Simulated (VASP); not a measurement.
# InAs (Fm-3m) in VASP: settings compared

InAs is run at these levels: LDA, PBEsol, PBE, RPBE, revPBE; tasks: single point.

Program: VASP 6.6.1. These are calculated values, not measurements. Logs are shortened: lines on timing, memory, paths and dates and some standing lists are left out, and cuts for length are marked.

## 1. The cell of the first run

The structure is cubic, space group Fm-3m (No. 225). The conventional cell has a = 5.755 Å, b = 5.755 Å, c = 5.755 Å, α = 90.00°, β = 90.00°, γ = 90.00°. Within 3.8 Å of In (site symmetry m-3m) lie 6 As at 2.88 Å. Within 3.8 Å of As (site symmetry m-3m) lie 6 In at 2.88 Å.

## 2. Single point, LDA

File INCAR:

```
PREC     = Accurate       # precision mode
ENCUT    = 520            # plane-wave cutoff, eV
EDIFF    = 1E-6           # SCF threshold, eV
ISMEAR   = -1             # smearing method
SIGMA    = 0.05           # smearing width, eV
LREAL    = False          # projectors in reciprocal space
LASPH    = True           # aspherical terms in the spheres
NELM     = 80             # most SCF steps
ALGO     = Normal         # electronic algorithm
ISIF     = 2              # what is computed and relaxed
LWAVE    = False          # write WAVECAR
LCHARG   = False          # write CHGCAR
NBANDS   = 16             # bands
```

File KPOINTS:

```
regular mesh
0
Gamma
  8 8 8
```

File POSCAR:

```
InAs
1.0
    0.0000000000      2.8773040000      2.8773040000
    2.8773040000      0.0000000000      2.8773040000
    2.8773040000      2.8773040000      0.0000000000
In As
1 1
Direct
    0.5000000000      0.5000000000      0.5000000000
    0.0000000000      0.0000000000      0.0000000000
```

Potentials or basis: VASP PAW LDA potentials, release 64 (In_d, As).

Launch:

```sh
> cat potpaw_LDA.64/In_d/POTCAR potpaw_LDA.64/As/POTCAR > POTCAR
> mpirun -np 1 vasp_std > vasp.out
```

OUTCAR:

```text
PREC = Accurate
   ENCUT = 520
   EDIFF = 1E-6
   ISMEAR = -1
   LREAL = False
   LASPH = True
   NELM = 80
   ISIF = 2

 ion  position               nearest neighbor table
   1  0.500  0.500  0.500-   2 2.88   2 2.88   2 2.88   2 2.88   2 2.88   2 2.88
   2  0.000  0.000  0.000-   1 2.88   1 2.88   1 2.88   1 2.88   1 2.88   1 2.88

  LATTYP: Found a face centered cubic cell.
 ALAT       =     5.7546080000

  Lattice vectors:

 A1 = (   0.0000000000,   2.8773040000,   2.8773040000)
 A2 = (   2.8773040000,   0.0000000000,   2.8773040000)
 A3 = (   2.8773040000,   2.8773040000,   0.0000000000)

Analysis of symmetry for initial positions (statically):
=====================================================================
 Subroutine PRICEL returns:
 Original cell was already a primitive cell.

 Routine SETGRP: Setting up the symmetry group for a
 face centered cubic supercell.

 Subroutine GETGRP returns: Found 48 space group operations
 (whereof 48 operations were pure point group operations)
 out of a pool of 48 trial point group operations.

The static configuration has the point symmetry O_h .

Analysis of symmetry for dynamics (positions and initial velocities):
=====================================================================
 Subroutine PRICEL returns:
 Original cell was already a primitive cell.

 Routine SETGRP: Setting up the symmetry group for a
 face centered cubic supercell.

 Subroutine GETGRP returns: Found 48 space group operations
 (whereof 48 operations were pure point group operations)
 out of a pool of 48 trial point group operations.

The dynamic configuration has the point symmetry O_h .

 Subroutine INISYM returns: Found 48 space group operations
 (whereof 48 operations are pure point group operations),
 and found     1 'primitive' translations

----------------------------------------------------------------------------------------

                                     Primitive cell

  volume of cell :      47.6417

  direct lattice vectors                    reciprocal lattice vectors
     0.000000000  2.877304000  2.877304000    -0.173773783  0.173773783  0.173773783
     2.877304000  0.000000000  2.877304000     0.173773783 -0.173773783  0.173773783
     2.877304000  2.877304000  0.000000000     0.173773783  0.173773783 -0.173773783

  length of vectors
     4.069122340  4.069122340  4.069122340     0.300985021  0.300985021  0.300985021

  position of ions in fractional coordinates (direct lattice)
     0.500000000  0.500000000  0.500000000
     0.000000000  0.000000000  0.000000000

  ion indices of the primitive-cell ions
   primitive index   ion index
                 1           1
                 2           2

----------------------------------------------------------------------------------------

 KPOINTS: regular mesh

Automatic generation of k-mesh.
 Grid dimensions read from file:
 generate k-points for:    8    8    8

 Generating k-lattice:

  Cartesian coordinates                     Fractional coordinates (reciprocal lattice)
    -0.021721723  0.021721723  0.021721723     0.125000000  0.000000000  0.000000000
     0.021721723 -0.021721723  0.021721723     0.000000000  0.125000000  0.000000000
     0.021721723  0.021721723 -0.021721723     0.000000000  0.000000000  0.125000000

  Length of vectors
     0.037623128  0.037623128  0.037623128

  Shift w.r.t. Gamma in fractional coordinates (k-lattice)
     0.000000000  0.000000000  0.000000000

 Subroutine IBZKPT returns following result:
 ===========================================

 Found     29 irreducible k-points:

 Following reciprocal coordinates:
            Coordinates               Weight
  0.000000  0.000000  0.000000      1.000000
  0.125000  0.000000  0.000000      8.000000
  0.250000  0.000000  0.000000      8.000000
  0.375000  0.000000  0.000000      8.000000
  0.500000  0.000000  0.000000      4.000000
  0.125000  0.125000  0.000000      6.000000
[... 16 lines left out ...]
  0.500000  0.250000  0.125000     48.000000
 -0.375000  0.250000  0.125000     24.000000
 [... further k-points ...]
   k-points           NKPTS =     29   k-points in BZ     NKDIM =     29   number of bands    NBANDS=     16
   number of dos      NEDOS =    301   number of ions     NIONS =      2
   total plane-waves  NPLWV =  27000
   dimension x,y,z NGX =    30 NGY =   30 NGZ =   30
   dimension x,y,z NGXF=    60 NGYF=   60 NGZF=   60
   ions per type =               1   1
   NGX,Y,Z   is equivalent  to a cutoff of  12.26, 12.26, 12.26 a.u.
   NGXF,Y,Z  is equivalent  to a cutoff of  24.51, 24.51, 24.51 a.u.
 SYSTEM =  unknown system
   PREC   = accura    normal or accurate (medium, high low for compatibility)
   ISTART =      0    job   : 0-new  1-cont  2-samecut
   ICHARG =      2    charge: 1-file 2-atom 10-const
   ISPIN  =      1    spin polarized calculation?
   LNONCOLLINEAR =      F non collinear calculations
   LSORBIT =      F    spin-orbit coupling
   LASPH  =      T    aspherical Exc in radial PAW
   ENCUT  =  520.0 eV  38.22 Ry    6.18 a.u.   7.57  7.57  7.57*2*pi/ulx,y,z
   NELM   =     80;   NELMIN=  2; NELMDL= -5     # of ELM steps
   EDIFF  = 0.1E-05   stopping-criterion for ELM
   LREAL  =      F    real-space projection
   EDIFFG = 0.1E-04   stopping-criterion for IOM
   NSW    =      0    number of steps for IOM
   IBRION =     -1    ionic relax: 0-MD 1-quasi-New 2-CG
   NFREE  =      0    steps in history (QN), initial steepest desc. (CG)
   ISIF   =      2    stress and relaxation
   ISYM   =      2    0-nonsym 1-usesym 2-fastsym
   POTIM  = 0.5000    time-step for ionic-motion
   TEBEG  =    0.0;   TEEND  =   0.0 temperature during run
   PSTRESS=    0.0 pullay stress
   NELECT =      18.0000    total number of electrons
   NUPDOWN=      -1.0000    fix difference up-down
   EMIN   =  10.00;   EMAX   =-10.00  energy-range for DOS
   EFERMI =   0.00;   METHOD = LEGACY
   ISMEAR =    -1;   SIGMA  =   0.05  broadening in eV -4-tet -1-fermi 0-gaus
   EFERMI_NEDOS =   21; number of points for ismear=-14 and -15
   IALGO  =     38    algorithm
   IMIX   =      4    mixing-type and parameters
     AMIX     =   0.40;   BMIX     =  1.00
     AMIX_MAG =   1.60;   BMIX_MAG =  1.00
  volume/ion in A,a.u.               =      23.82       160.75
  Fermi-wavevector in a.u.,A,eV,Ry     =   1.183505  2.236499 19.057448  1.400683
  Thomas-Fermi vector in A             =   2.319738
   LORBIT       =      0    0 simple, 1 ext, 2 COOP (PROOUT), +10 PAW based schemes
   GGA     = CA    functional components
   LHFCALC =     F    Hartree Fock is set to
   AEXX    =    0.0000 exact exchange contribution
   IVDW    =     0    specifies the selected vdW correction
   LEPSILON=     F    determine dielectric tensor
   LRPA    =     F    only Hartree local field effects (RPA)
 non-spin polarized calculation
  energy-cutoff  :      520.00
  volume of cell :       47.64
 maximum number of plane-waves:      1303
   NGX = 15   NGY = 15   NGZ = 15

 number of electron      18.0000002 magnetization

 Free energy of the ion-electron system (eV)
  ---------------------------------------------------
  ext. energy  EPLUGINS =         0.00000000
  ---------------------------------------------------
  free energy    TOTEN  =        -8.70356874 eV

  energy without entropy =       -8.69345755  energy(sigma->0) =       -8.69851315

 E-fermi :   5.7542     XC(G=0): -10.3372

 val. band max:        5.6882151949   @ k =  -0.2500   0.2500   0.0000
 cond. band min:       5.8093313733   @ k =  -0.3750   0.1250   0.0000
 fundamental gap:      0.1211161784
 Fermi energy:         5.7541867706

 k-point     1 :       0.0000    0.0000    0.0000
  band No.  band energies     occupation
      1      -8.4688      2.00000
      2      -8.4688      2.00000
      3      -8.4445      2.00000
      4      -8.4445      2.00000
      5      -8.4445      2.00000
      6      -6.3711      2.00000
[... 8 lines left out ...]
     15      13.1222      0.00000
     16      13.1222      0.00000

 k-point     2 :       0.1250    0.0000    0.0000
  band No.  band energies     occupation
      1      -8.4749      2.00000
      2      -8.4749      2.00000
      3      -8.4448      2.00000
      4      -8.4376      2.00000
      5      -8.4376      2.00000
      6      -6.2037      2.00000
[... 8 lines left out ...]
     15      13.4907      0.00000
     16      13.4907      0.00000

 k-point     3 :       0.2500    0.0000    0.0000
  band No.  band energies     occupation
      1      -8.4926      2.00000
      2      -8.4926      2.00000
      3      -8.4465      2.00000
      4      -8.4180      2.00000
      5      -8.4180      2.00000
      6      -5.7292      2.00000
[... 8 lines left out ...]
     15      14.5288      0.00000
     16      14.5288      0.00000

 k-point     4 :       0.3750    0.0000    0.0000
  band No.  band energies     occupation
      1      -8.5110      2.00000
      2      -8.5110      2.00000
      3      -8.4494      2.00000
      4      -8.3974      2.00000
      5      -8.3974      2.00000
      6      -5.0834      2.00000
[... 8 lines left out ...]
     15      16.1260      0.00000
     16      16.1260      0.00000

 k-point     5 :       0.5000    0.0000    0.0000
  band No.  band energies     occupation
      1      -8.5186      2.00000
      2      -8.5186      2.00000
      3      -8.4508      2.00000
      4      -8.3887      2.00000
      5      -8.3887      2.00000
      6      -4.7112      2.00000
[... 8 lines left out ...]
     15      17.6133      0.00000
     16      17.6133      0.00000

 k-point     6 :       0.1250    0.1250    0.0000
  band No.  band energies     occupation
      1      -8.4921      2.00000
      2      -8.4639      2.00000
      3      -8.4500      2.00000
      4      -8.4338      2.00000
      5      -8.4338      2.00000
      6      -6.1415      2.00000
[... 8 lines left out ...]
     15      14.6231      0.00000
     16      14.6231      0.00000

 k-point     7 :       0.2500    0.1250    0.0000
  band No.  band energies     occupation
      1      -8.5210      2.00000
      2      -8.4700      2.00000
      3      -8.4518      2.00000
      4      -8.4221      2.00000
      5      -8.4156      2.00000
      6      -5.7532      2.00000
[... 8 lines left out ...]
     15      15.1236      0.00000
     16      15.4305      0.00000

 k-point     8 :       0.3750    0.1250    0.0000
  band No.  band energies     occupation
      1      -8.5442      2.00000
      2      -8.4885      2.00000
      3      -8.4485      2.00000
      4      -8.4099      2.00000
      5      -8.3947      2.00000
      6      -5.1353      2.00000
[... 8 lines left out ...]
     15      16.2597      0.00000
     16      16.8476      0.00000

 k-point     9 :       0.5000    0.1250    0.0000
  band No.  band energies     occupation
      1      -8.5501      2.00000
      2      -8.5057      2.00000
      3      -8.4450      2.00000
      4      -8.4003      2.00000
      5      -8.3863      2.00000
      6      -4.6069      2.00000
[... 8 lines left out ...]
     15      17.4723      0.00000
     16      17.7223      0.00000
[... 172 lines left out ...]
 k-point    19 :       0.5000    0.3750    0.0000
  band No.  band energies     occupation
      1      -8.7092      2.00000
      2      -8.4732      2.00000
      3      -8.4461      2.00000
      4      -8.3744      2.00000
      5      -8.3695      2.00000
      6      -3.9960      2.00000
[... 8 lines left out ...]
     15      18.8731      0.00000
     16      19.4544      0.00000

 k-point    20 :      -0.3750    0.3750    0.0000
  band No.  band energies     occupation
      1      -8.6734      2.00000
      2      -8.4667      2.00000
      3      -8.4543      2.00000
      4      -8.3898      2.00000
      5      -8.3749      2.00000
      6      -3.9126      2.00000
[... 8 lines left out ...]
     15      17.1202      0.00000
     16      18.5424      0.00000

 k-point    21 :       0.5000    0.5000    0.0000
  band No.  band energies     occupation
      1      -8.7408      2.00000
      2      -8.4823      2.00000
      3      -8.4353      2.00000
      4      -8.3642      2.00000
      5      -8.3642      2.00000
      6      -3.8318      2.00000
[... 8 lines left out ...]
     15      18.8188      0.00000
     16      20.2022      0.00000

 k-point    22 :       0.3750    0.2500    0.1250
  band No.  band energies     occupation
      1      -8.5586      2.00000
      2      -8.4748      2.00000
      3      -8.4525      2.00000
      4      -8.4071      2.00000
      5      -8.4047      2.00000
      6      -5.2741      2.00000
[... 8 lines left out ...]
     15      16.1749      0.00000
     16      17.2785      0.00000

 k-point    23 :       0.5000    0.2500    0.1250
  band No.  band energies     occupation
      1      -8.5847      2.00000
      2      -8.4891      2.00000
      3      -8.4431      2.00000
      4      -8.4061      2.00000
      5      -8.3894      2.00000
      6      -4.6491      2.00000
[... 8 lines left out ...]
     15      16.7794      0.00000
     16      17.6132      0.00000

 k-point    24 :      -0.3750    0.2500    0.1250
  band No.  band energies     occupation
      1      -8.5936      2.00000
      2      -8.4964      2.00000
      3      -8.4343      2.00000
      4      -8.4114      2.00000
      5      -8.3821      2.00000
      6      -4.3058      2.00000
[... 8 lines left out ...]
     15      15.4054      0.00000
     16      18.5786      0.00000

 [... further k-points ...]
[... 5 lines left out ...]
  --------------------------------------------------------------------------------------
  -------------------------------------------------------------------------------------
  Total       -1.4393921     -1.4393921     -1.4393921      0.0000000     -0.0000000      0.0000000
  in kB      -48.4063625    -48.4063625    -48.4063625      0.0000000     -0.0000000      0.0000000
  external PRESSURE =     -48.4063625 kB  Pullay stress =       0.0000000 kB

 VOLUME and BASIS-vectors are now :
 -----------------------------------------------------------------------------
  energy-cutoff  :      520.00
  volume of cell :       47.64
      direct lattice vectors                 reciprocal lattice vectors
     0.000000000  2.877304000  2.877304000    -0.173773783  0.173773783  0.173773783
     2.877304000  0.000000000  2.877304000     0.173773783 -0.173773783  0.173773783
     2.877304000  2.877304000  0.000000000     0.173773783  0.173773783 -0.173773783

 POSITION                                       TOTAL-FORCE (eV/Angst)
 -----------------------------------------------------------------------------------
      2.87730      2.87730      2.87730         0.000000      0.000000      0.000000
      0.00000      0.00000      0.00000        -0.000000      0.000000      0.000000
 -----------------------------------------------------------------------------------
    total drift:                                0.000000      0.000000      0.000000

  FREE ENERGIE OF THE ION-ELECTRON SYSTEM (eV)
  ---------------------------------------------------
  free  energy   TOTEN  =        -8.7035687435 eV

  energy  without entropy=       -8.6934575510  energy(sigma->0) =       -8.69851315
```

Run time: 10 s. Hardware: 1 thread of Intel Xeon 6975P-C (Granite Rapids), shared host; peak memory 0.16 GiB.

What came out:

- Free energy: -8.7036 eV
- Pressure: -4.8 GPa
- Band gap on the k mesh: zero (band 9 reaches 6.11 eV, above the bottom of band 10 at 3.53 eV)

Caveat: spin-orbit coupling is left out, which moves the levels of the heavy elements.

[end of part 1 of 2]
